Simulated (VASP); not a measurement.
# Ni (Fm-3m) in VASP: a series of runs, part 2 of 2

VASP 6.6.1.

### 4 Single point, PBE, collinear spin, ferromagnetic start (10.90 Å³/atom)

This run uses another cell than the first one, of 10.90 Å³/atom.

Contents of INCAR:

```
PREC = Accurate
ENCUT = 520
EDIFF = 1E-6
ISMEAR = -1
SIGMA = 0.05
LREAL = False
LASPH = True
NELM = 150
ALGO = Normal
ISIF = 2
LWAVE = False
LCHARG = True
ISPIN = 2
MAGMOM = 0.672
LORBIT = 11
LMAXMIX = 4
GGA = PE
LELF = True
LVHAR = True
NBANDS = 15
```

Contents of KPOINTS:

```
regular mesh
0
Gamma
  25 25 25
```

Contents of POSCAR:

```
Ni
1.0
    0.0000000000      1.7596893266      1.7596893266
    1.7596893266      0.0000000000      1.7596893266
    1.7596893266      1.7596893266      0.0000000000
Ni
1
Direct
    0.0000000000      0.0000000000      0.0000000000
```

Command:

```
> cat potpaw_PBE.64/Ni/POTCAR > POTCAR
> mpirun -np 1 vasp_std > vasp.out
```

Run time: 91 s. Hardware: 1 thread of Intel Xeon 6975P-C (Granite Rapids), shared host; peak memory 0.22 GiB.

The run converged. Its results:

- Free energy: -5.4776 eV
- Pressure: -0.2 GPa
- Net moment: 0.62 μB per cell
- Site moments: Ni +0.63 μB
- Valence electrons inside the program's atomic spheres: Ni 9.31

Levels at points of the mesh, in eV from the Fermi level:
Spin up:
| k point | band 2 | band 3 | band 4 | band 5 | band 6 | band 7 | band 8 | band 9 |
| --- | --- | --- | --- | --- | --- | --- | --- | --- |
| (0.00, 0.00, 0.00) | -2.43 | -2.43 | -2.43 | -1.25 | -1.25 | 23.71 | 27.56 | 27.56 |
Spin down:
| k point | band 1 | band 2 | band 3 | band 4 | band 5 | band 6 | band 7 | band 8 | band 9 | band 10 |
| --- | --- | --- | --- | --- | --- | --- | --- | --- | --- | --- |
| (0.00, 0.00, 0.00) | -9.03 | -1.68 | -1.68 | -1.68 | -0.67 | -0.67 | 23.55 | 27.54 | 27.54 | 27.54 |

### 5 Single point, PBE, collinear spin, ferromagnetic start (11.33 Å³/atom)

This run uses another cell than the first one, of 11.33 Å³/atom.

Contents of INCAR:

```
SYSTEM = Ni
  PREC = Accurate
  ENCUT = 520
  EDIFF = 1E-7
  ISMEAR = -1
  SIGMA = 0.05
  LREAL = .False.
  LASPH = .True.
  NELM = 150
  ALGO = Normal
  ISIF = 2
  LWAVE = .False.
  LCHARG = .False.
  ISPIN = 2
  MAGMOM = 0.672
  LORBIT = 11
  LMAXMIX = 4
  GGA = PE
  NBANDS = 15
```

Contents of KPOINTS:

```
regular mesh
0
Gamma
  25 25 25
  0 0 0
```

Contents of POSCAR:

```
Ni
1.0
    0.0000000000      1.7828457890      1.7828457890
    1.7828457890      0.0000000000      1.7828457890
    1.7828457890      1.7828457890      0.0000000000
Ni
1
Direct
    0.0000000000      0.0000000000      0.0000000000
```

Potentials or basis: VASP PAW PBE potentials, release 64 (Ni).

Command:

```
> cat potpaw_PBE.64/Ni/POTCAR > POTCAR
> mpirun -np 1 vasp_std > vasp.out
```

OUTCAR:

```text
SYSTEM = Ni
   PREC = Accurate
   ENCUT = 520
   EDIFF = 1E-7
   ISMEAR = -1
   LREAL = .False.
   LASPH = .True.
   NELM = 150
   ISIF = 2
   ISPIN = 2
   LORBIT = 11
   GGA = PE

 ion  position               nearest neighbor table
   1  0.000  0.000  0.000-

  LATTYP: Found a face centered cubic cell.
 ALAT       =     3.5656915780

  Lattice vectors:

 A1 = (   0.0000000000,   1.7828457890,   1.7828457890)
 A2 = (   1.7828457890,   0.0000000000,   1.7828457890)
 A3 = (   1.7828457890,   1.7828457890,   0.0000000000)

Analysis of symmetry for initial positions (statically):
=====================================================================
 Subroutine PRICEL returns:
 Original cell was already a primitive cell.

 Routine SETGRP: Setting up the symmetry group for a
 face centered cubic supercell.

 Subroutine GETGRP returns: Found 48 space group operations
 (whereof 48 operations were pure point group operations)
 out of a pool of 48 trial point group operations.

The static configuration has the point symmetry O_h .

Analysis of symmetry for dynamics (positions and initial velocities):
=====================================================================
 Subroutine PRICEL returns:
 Original cell was already a primitive cell.

 Routine SETGRP: Setting up the symmetry group for a
 face centered cubic supercell.

 Subroutine GETGRP returns: Found 48 space group operations
 (whereof 48 operations were pure point group operations)
 out of a pool of 48 trial point group operations.

The dynamic configuration has the point symmetry O_h .

Analysis of structural, dynamic, and magnetic symmetry:
=====================================================================
 Subroutine PRICEL returns:
 Original cell was already a primitive cell.

 Routine SETGRP: Setting up the symmetry group for a
 face centered cubic supercell.

 Subroutine GETGRP returns: Found 48 space group operations
 (whereof 48 operations were pure point group operations)
 out of a pool of 48 trial point group operations.

The overall configuration has the point symmetry O_h .

[... 151 lines left out ...]

 k-point     1 :       0.0000    0.0000    0.0000
  band No.  band energies     occupation
      1       0.0822      1.00000
      2       6.4735      1.00000
      3       6.4735      1.00000
      4       6.4735      1.00000
      5       7.5877      1.00000
      6       7.5877      1.00000
      7      32.1870      0.00000
      8      35.7291      0.00000
      9      35.7291      0.00000
     10      35.7291      0.00000
     11      38.5452      0.00000
     12      38.5452      0.00000
     13      38.5452      0.00000
     14      41.5987      0.00000
[... 403 lines left out ...]
      4       7.4941      1.00000
      5       8.1627      1.00000
      6       8.4487      0.99931
      7      15.4633      0.00000
      8      30.5740      0.00000
      9      31.8772      0.00000
     10      32.8062      0.00000
     11      36.2452      0.00000
     12      36.9436      0.00000
     13      41.7616      0.00000
     14      50.6939      0.00000
     15      53.1380      0.00000

 [... further k-points ...]

 spin component 2

 k-point     1 :       0.0000    0.0000    0.0000
  band No.  band energies     occupation
      1       0.0427      1.00000
      2       7.2340      1.00000
      3       7.2340      1.00000
      4       7.2340      1.00000
      5       8.1757      1.00000
      6       8.1757      1.00000
      7      32.0140      0.00000
      8      35.7125      0.00000
      9      35.7125      0.00000
     10      35.7125      0.00000
     11      38.6398      0.00000
     12      38.6398      0.00000
     13      38.6398      0.00000
     14      41.4702      0.00000
[... 403 lines left out ...]
      4       7.7652      1.00000
      5       8.9149      0.11404
      6       9.0341      0.01171
      7      15.7875      0.00000
      8      30.4428      0.00000
      9      31.9579      0.00000
     10      32.8959      0.00000
     11      36.2613      0.00000
     12      36.9777      0.00000
     13      41.8576      0.00000
     14      50.7893      0.00000
     15      53.1966      0.00000

 [... further k-points ...]
[... 5 lines left out ...]
  --------------------------------------------------------------------------------------
  -------------------------------------------------------------------------------------
  Total       -0.5033676     -0.5033676     -0.5033676      0.0000000      0.0000000     -0.0000000
  in kB      -71.1581280    -71.1581280    -71.1581280      0.0000000      0.0000000     -0.0000000
  external PRESSURE =     -71.1581280 kB  Pullay stress =       0.0000000 kB

 VOLUME and BASIS-vectors are now :
 -----------------------------------------------------------------------------
  energy-cutoff  :      520.00
  volume of cell :       11.33
      direct lattice vectors                 reciprocal lattice vectors
     0.000000000  1.782845789  1.782845789    -0.280450504  0.280450504  0.280450504
     1.782845789  0.000000000  1.782845789     0.280450504 -0.280450504  0.280450504
     1.782845789  1.782845789  0.000000000     0.280450504  0.280450504 -0.280450504

 POSITION                                       TOTAL-FORCE (eV/Angst)
 -----------------------------------------------------------------------------------
      0.00000      0.00000      0.00000         0.000000      0.000000      0.000000
 -----------------------------------------------------------------------------------
    total drift:                                0.000000      0.000000      0.000000

  FREE ENERGIE OF THE ION-ELECTRON SYSTEM (eV)
  ---------------------------------------------------
  free  energy   TOTEN  =        -5.4672478609 eV

  energy  without entropy=       -5.4522486954  energy(sigma->0) =       -5.45974828

 total charge

# of ion       s       p       d       tot
------------------------------------------
    1        0.481   0.463   8.297   9.240

 magnetization (x)

# of ion       s       p       d       tot
------------------------------------------
    1       -0.007  -0.025   0.678   0.646
```

It took 93 s on 1 thread of Intel Xeon 6975P-C (Granite Rapids), shared host; peak memory 0.23 GiB.

Results:

```
Free energy                                           : -5.4672 eV
Pressure                                              : -7.1 GPa
Net moment                                            : 0.63 μB per cell
Site moments                                          : Ni +0.65 μB
Valence electrons inside the program's atomic spheres : Ni 9.24
```

Caveat: the cell stands under tension.

### 6 Single point, PBE, collinear spin, ferromagnetic start

This run uses another cell than the first one, of 10.90 Å³/atom.

Contents of INCAR:

```
PREC     = Accurate       # precision mode
ENCUT    = 520            # plane-wave cutoff, eV
EDIFF    = 1E-7           # SCF threshold, eV
ISMEAR   = 0              # smearing method
SIGMA    = 0.6            # smearing width, eV
LREAL    = False          # projectors in reciprocal space
LASPH    = True           # aspherical terms in the spheres
NELM     = 150            # most SCF steps
ALGO     = Normal         # electronic algorithm
ISIF     = 2              # what is computed and relaxed
LWAVE    = False          # write WAVECAR
LCHARG   = False          # write CHGCAR
ISPIN    = 2              # spin polarisation
MAGMOM   = 0.672          # initial moments
LORBIT   = 11             # projections on sites
LMAXMIX  = 4              # l up to which the mixer works
GGA      = PE             # functional
NBANDS   = 15             # bands
```

Contents of KPOINTS:

```
Automatic mesh
0
Gamma
  15 15 15
```

Contents of POSCAR:

```
Ni
1.0
    0.0000000000      1.7596893266      1.7596893266
    1.7596893266      0.0000000000      1.7596893266
    1.7596893266      1.7596893266      0.0000000000
Ni
1
Direct
    0.0000000000      0.0000000000      0.0000000000
```

Potentials or basis: VASP PAW PBE potentials, release 64 (Ni).

Command:

```
> cat potpaw_PBE.64/Ni/POTCAR > POTCAR
> mpirun -np 1 vasp_std > vasp.out
```

It took 98 s on 1 thread of Intel Xeon 8259CL, shared host; peak memory 0.15 GiB.

The run converged. Its results:

```
Free energy                                           : -5.6208 eV
Pressure                                              : 1.0 GPa
Net moment                                            : 0.22 μB per cell
Site moments                                          : Ni +0.23 μB
Valence electrons inside the program's atomic spheres : Ni 9.31
```

Levels at points of the mesh, in eV from the Fermi level:
Spin up:
| k point | band 2 | band 3 | band 4 | band 5 | band 6 | band 7 | band 8 | band 9 |
| --- | --- | --- | --- | --- | --- | --- | --- | --- |
| (0.00, 0.00, 0.00) | -2.13 | -2.13 | -2.13 | -1.03 | -1.03 | 23.70 | 27.59 | 27.59 |
Spin down:
```
           k point  band 2  band 3  band 4  band 5  band 6  band 7  band 8  band 9
(0.00, 0.00, 0.00)   -1.87   -1.87   -1.87   -0.80   -0.80   23.65   27.59   27.59
```

Caveat: so wide a smearing shifts energies and pressures.

### 7 Summary

| cell | k mesh | smearing | gap on the mesh (eV) | pressure (GPa) | moment (μB) |
| --- | --- | --- | --- | --- | --- |
| a = 2.455 Å, angles 60.0°, 1 atom | 25 × 25 × 25 | fermi-dirac 0.05 eV | none | 8.6 | 0.61 |
| a = 2.489 Å, angles 60.0°, 1 atom | 25 × 25 × 25 | fermi-dirac 0.05 eV | none | -0.2 | 0.62 |
| a = 2.521 Å, angles 60.0°, 1 atom | 25 × 25 × 25 | fermi-dirac 0.05 eV | none | -7.1 | 0.63 |
| a = 2.489 Å, angles 60.0°, 1 atom | 15 × 15 × 15 | gaussian 0.6 eV | none | 1.0 | 0.22 |

Alike in all rows: task single point; level PBE; potentials or basis VASP PAW PBE potentials, release 64 (Ni); spin collinear, ferromagnetic start; cutoff (eV) 520.

Caveats: the cell stands under pressure (at least some runs); the cell stands under tension (at least some runs); so wide a smearing shifts energies and pressures (at least some runs).

Total energies depend on the potentials used, so only differences within one code and one set of settings carry meaning.
